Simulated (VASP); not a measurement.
# Zr3Si (P6_3/mmc) in VASP: a series of runs

The runs below take Zr3Si through single point, with r2SCAN.

Program: VASP 6.6.1. These are calculated values, not measurements. Logs are shortened: lines on timing, memory, paths and dates and some standing lists are left out, and cuts for length are marked.

### 1 The cell of the first run

The structure is hexagonal, space group P6_3/mmc (No. 194). Conventional cell: a = 6.117 Å, b = 6.117 Å, c = 4.971 Å, α = 90.00°, β = 90.00°, γ = 120.00°. Zr (site symmetry mm2) has 8 Zr at 2.95 to 3.17 Å and 4 Si at 3.01 to 3.06 Å within 3.9 Å. Within 4.0 Å of Si (site symmetry -6m2) lie 12 Zr at 3.01 to 3.06 Å.

### 2 Single point, r2SCAN

File POSCAR:

```
Zr3Si
1.0
    6.1173840222      0.0000000000      0.0000000000
   -3.0586920111      5.2978099679      0.0000000000
    0.0000000000      0.0000000000      4.9710860000
Zr Si
6 2
Direct
    0.3454690000      0.1727345000      0.7500000000
    0.8272655000      0.1727345000      0.7500000000
    0.8272655000      0.6545310000      0.7500000000
    0.6545310000      0.8272655000      0.2500000000
    0.1727345000      0.8272655000      0.2500000000
    0.1727345000      0.3454690000      0.2500000000
    0.6666666700      0.3333333300      0.2500000000
    0.3333333300      0.6666666700      0.7500000000
```

File INCAR.step1:

```
ALGO     = Normal         # electronic algorithm
EDIFF    = 1E-4           # SCF threshold, eV
ENCUT    = 520            # plane-wave cutoff, eV
GGA      = PE             # functional
ISMEAR   = 0              # smearing method
LASPH    = T              # aspherical terms in the spheres
LCHARG   = F              # write CHGCAR
LREAL    = F              # projectors in reciprocal space
LWAVE    = T              # write WAVECAR
NBANDS   = 50             # bands
NELM     = 100            # most SCF steps
PREC     = Accurate       # precision mode
SIGMA    = 0.1            # smearing width, eV
```

File INCAR.step2:

```
ALGO     = Normal         # electronic algorithm
EDIFF    = 1E-6           # SCF threshold, eV
ENCUT    = 520            # plane-wave cutoff, eV
ISIF     = 2              # what is computed and relaxed
ISMEAR   = 0              # smearing method
ISTART   = 1            
LASPH    = T              # aspherical terms in the spheres
LCHARG   = T              # write CHGCAR
LELF     = T              # ELF
LMIXTAU  = T            
LREAL    = F              # projectors in reciprocal space
LVHAR    = T            
LWAVE    = F              # write WAVECAR
METAGGA  = R2SCAN         # meta-GGA
NBANDS   = 50             # bands
NELM     = 100            # most SCF steps
PREC     = Accurate       # precision mode
SIGMA    = 0.1            # smearing width, eV
```

File KPOINTS:

```
k-points
0
Gamma
  6 6 8
```

Potentials or basis: VASP PAW PBE potentials, release 64 (Zr_sv, Si).

On the command line:

```console
cat potpaw_PBE.64/Zr_sv/POTCAR potpaw_PBE.64/Si/POTCAR > POTCAR
cp INCAR.step1 INCAR
mpirun -np 1 vasp_std > vasp.out
cp INCAR.step2 INCAR
mpirun -np 1 vasp_std > vasp.out
```

OUTCAR:

```text
EDIFF = 1E-6
   ENCUT = 520
   ISIF = 2
   ISMEAR = 0
   ISTART = 1
   LASPH = T
   LREAL = F
   METAGGA = R2SCAN
   NELM = 100
   PREC = Accurate

 ion  position               nearest neighbor table
   1  0.345  0.173  0.750-   3 2.95   2 2.95   7 3.01   7 3.01   8 3.06   8 3.06   5 3.09   5 3.09
                             6 3.09   6 3.09   3 3.17   2 3.17
   2  0.827  0.173  0.750-   3 2.95   1 2.95   7 3.01   7 3.01   8 3.06   8 3.06   4 3.09   4 3.09
                             6 3.09   6 3.09   3 3.17   1 3.17
   3  0.827  0.655  0.750-   1 2.95   2 2.95   7 3.01   7 3.01   8 3.06   8 3.06   5 3.09   5 3.09
                             4 3.09   4 3.09   2 3.17   1 3.17
   4  0.655  0.827  0.250-   6 2.95   5 2.95   8 3.01   8 3.01   7 3.06   7 3.06   2 3.09   2 3.09
                             3 3.09   3 3.09   6 3.17   5 3.17
   5  0.173  0.827  0.250-   6 2.95   4 2.95   8 3.01   8 3.01   7 3.06   7 3.06   1 3.09   1 3.09
                             3 3.09   3 3.09   6 3.17   4 3.17
   6  0.173  0.345  0.250-   4 2.95   5 2.95   8 3.01   8 3.01   7 3.06   7 3.06   2 3.09   2 3.09
                             1 3.09   1 3.09   5 3.17   4 3.17
   7  0.667  0.333  0.250-   2 3.01   2 3.01   3 3.01   3 3.01   1 3.01   1 3.01   4 3.06   6 3.06
                             5 3.06   5 3.06   4 3.06   6 3.06
   8  0.333  0.667  0.750-   5 3.01   5 3.01   6 3.01   6 3.01   4 3.01   4 3.01   1 3.06   3 3.06
                             2 3.06   2 3.06   1 3.06   3 3.06

  LATTYP: Found a hexagonal cell.
 ALAT       =     6.1173840222
 C/A-ratio  =     0.8126163049

  Lattice vectors:

 A1 = (   6.1173840222,   0.0000000000,   0.0000000000)
 A2 = (  -3.0586920111,   5.2978099679,   0.0000000000)
 A3 = (   0.0000000000,   0.0000000000,   4.9710860000)

Analysis of symmetry for initial positions (statically):
=====================================================================
 Subroutine PRICEL returns:
 Original cell was already a primitive cell.

 Routine SETGRP: Setting up the symmetry group for a
 hexagonal supercell.

 Subroutine GETGRP returns: Found 24 space group operations
 (whereof 12 operations were pure point group operations)
 out of a pool of 24 trial point group operations.

The static configuration has the point symmetry D_3d.
 The point group associated with its full space group is D_6h.

Analysis of symmetry for dynamics (positions and initial velocities):
=====================================================================
 Subroutine PRICEL returns:
 Original cell was already a primitive cell.

 Routine SETGRP: Setting up the symmetry group for a
 hexagonal supercell.

 Subroutine GETGRP returns: Found 24 space group operations
 (whereof 12 operations were pure point group operations)
 out of a pool of 24 trial point group operations.

The dynamic configuration has the point symmetry D_3d.
 The point group associated with its full space group is D_6h.

 Subroutine INISYM returns: Found 24 space group operations
 (whereof 12 operations are pure point group operations),
 and found     1 'primitive' translations

----------------------------------------------------------------------------------------

                                     Primitive cell

  volume of cell :     161.1066

  direct lattice vectors                    reciprocal lattice vectors
     6.117384022  0.000000000  0.000000000     0.163468567  0.094378621  0.000000000
    -3.058692011  5.297809968  0.000000000     0.000000000  0.188757242  0.000000000
     0.000000000  0.000000000  4.971086000     0.000000000  0.000000000  0.201163287

  length of vectors
     6.117384022  6.117384022  4.971086000     0.188757242  0.188757242  0.201163287

  position of ions in fractional coordinates (direct lattice)
     0.345469000  0.172734500  0.750000000
     0.827265500  0.172734500  0.750000000
     0.827265500  0.654531000  0.750000000
     0.654531000  0.827265500  0.250000000
     0.172734500  0.827265500  0.250000000
     0.172734500  0.345469000  0.250000000
     0.666666670  0.333333330  0.250000000
     0.333333330  0.666666670  0.750000000

  ion indices of the primitive-cell ions
   primitive index   ion index
                 1           1
                 2           2
                 3           3
                 4           4
                 5           5
                 6           6
                 7           7
                 8           8

----------------------------------------------------------------------------------------

 KPOINTS: k-points

Automatic generation of k-mesh.
 Grid dimensions read from file:
 generate k-points for:    6    6    8

 Generating k-lattice:

  Cartesian coordinates                     Fractional coordinates (reciprocal lattice)
     0.027244761  0.015729770  0.000000000     0.166666667 -0.000000000  0.000000000
     0.000000000  0.031459540  0.000000000     0.000000000  0.166666667  0.000000000
     0.000000000  0.000000000  0.025145411     0.000000000  0.000000000  0.125000000

  Length of vectors
     0.031459540  0.031459540  0.025145411

  Shift w.r.t. Gamma in fractional coordinates (k-lattice)
     0.000000000  0.000000000  0.000000000

 Subroutine IBZKPT returns following result:
 ===========================================

 Found     35 irreducible k-points:

 Following reciprocal coordinates:
            Coordinates               Weight
  0.000000  0.000000  0.000000      1.000000
  0.166667  0.000000  0.000000      6.000000
  0.333333 -0.000000  0.000000      6.000000
  0.500000  0.000000  0.000000      3.000000
  0.166667  0.166667  0.000000      6.000000
  0.333333  0.166667  0.000000     12.000000
[... 16 lines left out ...]
  0.166667  0.000000  0.375000     12.000000
  0.333333 -0.000000  0.375000     12.000000
 [... further k-points ...]
   k-points           NKPTS =     35   k-points in BZ     NKDIM =     35   number of bands    NBANDS=     50
   number of dos      NEDOS =    301   number of ions     NIONS =      8
   total plane-waves  NPLWV =  92160
   dimension x,y,z NGX =    48 NGY =   48 NGZ =   40
   dimension x,y,z NGXF=    96 NGYF=   96 NGZF=   80
   ions per type =               6   2
   NGX,Y,Z   is equivalent  to a cutoff of  13.04, 13.04, 13.38 a.u.
   NGXF,Y,Z  is equivalent  to a cutoff of  26.09, 26.09, 26.75 a.u.
 SYSTEM =  unknown system
   PREC   = accura    normal or accurate (medium, high low for compatibility)
   ISTART =      1    job   : 0-new  1-cont  2-samecut
   ICHARG =      0    charge: 1-file 2-atom 10-const
   ISPIN  =      1    spin polarized calculation?
   LNONCOLLINEAR =      F non collinear calculations
   LSORBIT =      F    spin-orbit coupling
   LASPH  =      T    aspherical Exc in radial PAW
   ENCUT  =  520.0 eV  38.22 Ry    6.18 a.u.  11.37 11.37  9.24*2*pi/ulx,y,z
   NELM   =    100;   NELMIN=  2; NELMDL=  0     # of ELM steps
   EDIFF  = 0.1E-05   stopping-criterion for ELM
   LREAL  =      F    real-space projection
   EDIFFG = 0.1E-04   stopping-criterion for IOM
   NSW    =      0    number of steps for IOM
   IBRION =     -1    ionic relax: 0-MD 1-quasi-New 2-CG
   NFREE  =      0    steps in history (QN), initial steepest desc. (CG)
   ISIF   =      2    stress and relaxation
   ISYM   =      2    0-nonsym 1-usesym 2-fastsym
   POTIM  = 0.5000    time-step for ionic-motion
   TEBEG  =    0.0;   TEEND  =   0.0 temperature during run
   PSTRESS=    0.0 pullay stress
   NELECT =      80.0000    total number of electrons
   NUPDOWN=      -1.0000    fix difference up-down
   EMIN   =  10.00;   EMAX   =-10.00  energy-range for DOS
   EFERMI =   0.00;   METHOD = LEGACY
   ISMEAR =     0;   SIGMA  =   0.10  broadening in eV -4-tet -1-fermi 0-gaus
   EFERMI_NEDOS =   21; number of points for ismear=-14 and -15
   IALGO  =     38    algorithm
   IMIX   =      4    mixing-type and parameters
     AMIX     =   0.40;   BMIX     =  1.00
     AMIX_MAG =   1.60;   BMIX_MAG =  1.00
  volume/ion in A,a.u.               =      20.14       135.90
  Fermi-wavevector in a.u.,A,eV,Ry     =   1.296384  2.449811 22.866111  1.680612
  Thomas-Fermi vector in A             =   2.427844
   LORBIT       =      0    0 simple, 1 ext, 2 COOP (PROOUT), +10 PAW based schemes
   METAGGA = R2SCAN    functional components
   LHFCALC =     F    Hartree Fock is set to
   AEXX    =    0.0000 exact exchange contribution
   IVDW    =     0    specifies the selected vdW correction
   LEPSILON=     F    determine dielectric tensor
   LRPA    =     F    only Hartree local field effects (RPA)
 non-spin polarized calculation
 Gauss-broadening in eV      SIGMA  =   0.10
  energy-cutoff  :      520.00
  volume of cell :      161.11
 maximum number of plane-waves:      4393
 NGX is ok and might be reduce to    48
   NGX = 23   NGY = 23   NGZ = 19

 number of electron      80.0000001 magnetization

 Free energy of the ion-electron system (eV)
  ---------------------------------------------------
  ext. energy  EPLUGINS =         0.00000000
  ---------------------------------------------------
  free energy    TOTEN  =      -157.02874770 eV

  energy without entropy =     -156.99614746  energy(sigma->0) =     -157.01244758

 E-fermi :   9.6687     XC(G=0): -12.1564

 val. band max:        9.6649861293   @ k =   0.3333   0.1667   0.2500
 cond. band min:       9.6769471238   @ k =   0.0000   0.0000   0.3750
 fundamental gap:      0.0119609945
 Fermi energy:         9.6686769098

 k-point     1 :       0.0000    0.0000    0.0000
  band No.  band energies     occupation
      1     -40.7607      2.00000
      2     -40.6020      2.00000
      3     -40.5763      2.00000
      4     -40.5763      2.00000
      5     -40.5005      2.00000
      6     -40.5005      2.00000
[... 42 lines left out ...]
     49      12.7575      0.00000
     50      12.7807      0.00000

 k-point     2 :       0.1667    0.0000    0.0000
  band No.  band energies     occupation
      1     -40.7500      2.00000
      2     -40.6045      2.00000
      3     -40.5841      2.00000
      4     -40.5767      2.00000
      5     -40.5014      2.00000
      6     -40.5002      2.00000
[... 1158 lines left out ...]
 k-point    24 :       0.3333   -0.0000    0.3750
  band No.  band energies     occupation
      1     -40.6803      2.00000
      2     -40.6393      2.00000
      3     -40.5794      2.00000
      4     -40.5534      2.00000
      5     -40.5428      2.00000
      6     -40.5235      2.00000
[... 42 lines left out ...]
     49      12.0307      0.00000
     50      12.2897      0.00000

 [... further k-points ...]
[... 5 lines left out ...]
  --------------------------------------------------------------------------------------
  -------------------------------------------------------------------------------------
  Total       -1.1073730     -1.1073730     -1.4761290      0.0000000      0.0000000      0.0000000
  in kB      -11.0126321    -11.0126321    -14.6798464      0.0000000      0.0000000      0.0000000
  external PRESSURE =     -12.2350369 kB  Pullay stress =       0.0000000 kB

 VOLUME and BASIS-vectors are now :
 -----------------------------------------------------------------------------
  energy-cutoff  :      520.00
  volume of cell :      161.11
      direct lattice vectors                 reciprocal lattice vectors
     6.117384022  0.000000000  0.000000000     0.163468567  0.094378621  0.000000000
    -3.058692011  5.297809968  0.000000000     0.000000000  0.188757242  0.000000000
     0.000000000  0.000000000  4.971086000     0.000000000  0.000000000  0.201163287

 POSITION                                       TOTAL-FORCE (eV/Angst)
 -----------------------------------------------------------------------------------
      1.58502      0.91511      3.72831        -0.039596     -0.022861      0.000000
      4.53236      0.91511      3.72831         0.039596     -0.022861      0.000000
      3.05869      3.46758      3.72831         0.000000      0.045722     -0.000000
      1.47367      4.38270      1.24277         0.039596      0.022861     -0.000000
     -1.47367      4.38270      1.24277        -0.039596      0.022861      0.000000
     -0.00000      1.83023      1.24277         0.000000     -0.045722     -0.000000
      3.05869      1.76594      1.24277         0.000000      0.000000     -0.000000
     -0.00000      3.53187      3.72831         0.000000      0.000000     -0.000000
 -----------------------------------------------------------------------------------
    total drift:                               -0.000053      0.000030     -0.000000

  FREE ENERGIE OF THE ION-ELECTRON SYSTEM (eV)
  ---------------------------------------------------
  free  energy   TOTEN  =      -157.0287476996 eV

  energy  without entropy=     -156.9961474638  energy(sigma->0) =     -157.01244758
```

Run time: 11 min. Hardware: 1 thread of Intel Xeon 6975P-C (Granite Rapids), shared host; peak memory 0.45 GiB.

Results:

| Item | Value |
| --- | --- |
| Free energy | -157.0287 eV |
| Pressure | -1.2 GPa |
| Largest force | 0.046 eV/Å |
| Band gap on the k mesh | zero (bands 40 and 41 overlap by 0.55 eV) |

Forces on the atoms (eV/Å):
```
Zr  -0.040 -0.023  0.000
Zr   0.040 -0.023  0.000
Zr   0.000  0.046  0.000
Zr   0.040  0.023  0.000
Zr  -0.040  0.023  0.000
Zr   0.000 -0.046  0.000
Si   0.000  0.000  0.000
Si   0.000  0.000  0.000
```

Stress tensor (GPa, compression positive):
```
-1.10  0.00  0.00
 0.00 -1.10  0.00
 0.00  0.00 -1.47
```

Caveat: the PAW data sets were made with another functional, which shifts forces and pressure a little.

### 3 Single point, r2SCAN (strained)

File POSCAR:

```
Zr3Si
1.0
    6.3242127760      0.0000000000      0.0000000000
   -3.1621063880      5.4769289229      0.0000000000
    0.0000000000      0.0000000000      4.9900258377
Zr Si
6 2
Direct
    0.3323915146      0.1661957573      0.7500000000
    0.8338042427      0.1661957573      0.7500000000
    0.8338042427      0.6676084854      0.7500000000
    0.6676084854      0.8338042427      0.2500000000
    0.1661957573      0.8338042427      0.2500000000
    0.1661957573      0.3323915146      0.2500000000
    0.6666666667      0.3333333333      0.2500000000
    0.3333333333      0.6666666667      0.7500000000
```

File INCAR.step1:

```
SYSTEM = Zr3Si
PREC = Accurate
ENCUT = 520
ISMEAR = 0
SIGMA = 0.1
LREAL = .False.
LASPH = .True.
NELM = 100
NBANDS = 50
GGA = PE
ALGO = Normal
EDIFF = 1E-4
LWAVE = .True.
LCHARG = .False.
```

File INCAR.step2:

```
SYSTEM = Zr3Si
PREC = Accurate
ENCUT = 520
EDIFF = 1E-6
ISMEAR = 0
SIGMA = 0.1
LREAL = .False.
LASPH = .True.
NELM = 100
ALGO = Normal
ISIF = 2
LWAVE = .False.
LCHARG = .False.
METAGGA = R2SCAN
LMIXTAU = .True.
NBANDS = 50
ISTART = 1
```

File KPOINTS:

```
Automatic mesh
0
Gamma
  6 6 8
  0 0 0
```

Potentials or basis: VASP PAW PBE potentials, release 64 (Zr_sv, Si).

On the command line:

```console
cat potpaw_PBE.64/Zr_sv/POTCAR potpaw_PBE.64/Si/POTCAR > POTCAR
cp INCAR.step1 INCAR
mpirun -np 1 vasp_std > vasp.out
cp INCAR.step2 INCAR
mpirun -np 1 vasp_std > vasp.out
```

Run time: 9.8 min. Hardware: 1 thread of Intel Xeon 6975P-C (Granite Rapids), shared host; peak memory 0.45 GiB.

Results (log left out):

| Property | Result |
| --- | --- |
| Free energy | -156.4561 eV |
| Pressure | -7.2 GPa |
| Largest force | 0.974 eV/Å |
| Band gap on the k mesh | zero (bands 40 and 41 overlap by 0.49 eV) |

Forces in eV/Å, atoms in the order of the input:
```
Zr   0.844  0.487  0.000
Zr  -0.844  0.487  0.000
Zr   0.000 -0.974  0.000
Zr  -0.844 -0.487  0.000
Zr   0.844 -0.487  0.000
Zr   0.000  0.974  0.000
Si   0.000  0.000  0.000
Si   0.000  0.000  0.000
```

Stress tensor (GPa, compression positive):
```
-8.34  0.00  0.00
 0.00 -8.34  0.00
 0.00  0.00 -4.90
```

Levels at points of the mesh, in eV from the Fermi level:
```tsv
k point	band 38	band 39	band 40	band 41	band 42	band 43
(0.00, 0.00, 0.00)	-1.19	-0.53	-0.44	0.49	0.49	0.60
(0.50, 0.00, 0.00)	-0.71	-0.66	0.20	0.64	0.66	0.67
(0.00, 0.00, 0.50)	-1.04	-0.58	-0.58	-0.17	-0.17	-0.17
(0.50, 0.00, 0.50)	-0.69	-0.33	-0.33	0.12	0.12	0.54
```

Caveat: the cell differs from its parent crystal (strained); the cell stands under tension; the PAW data sets were made with another functional, which shifts forces and pressure a little.
